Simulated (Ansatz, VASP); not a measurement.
**KCl: VASP beside Ansatz**

```
K Cl
1.0
     4.34008    0.00000    0.00000
    -2.17004    3.75862    0.00000
     0.00000    0.00000    7.63597
K Cl
2 2
Direct
  0.00000 0.00000 0.00000
  0.00000 0.00000 0.50000
  0.33333 0.66667 0.25000
  0.66667 0.33333 0.75000
```

Alike in both runs: task single point; functional PBE; k mesh 12 × 12 × 4; no spin polarisation.

```csv
,VASP,Ansatz
version,VASP 6.6.1,Ansatz 0.2.0
potentials or method,"VASP PAW PBE potentials, release 64 (K_sv, Cl)","plane waves, PAW"
plane-wave cutoff (eV),520,420
occupations,"gaussian, width 0.01 eV",fixed
valence electrons in the cell,32,32
```

```csv
,VASP,Ansatz,Ansatz less VASP
gap on the k mesh at the Fermi level (eV),5.12,5.13,+0.002
pressure (GPa),0.8,0.8,-0.02
```
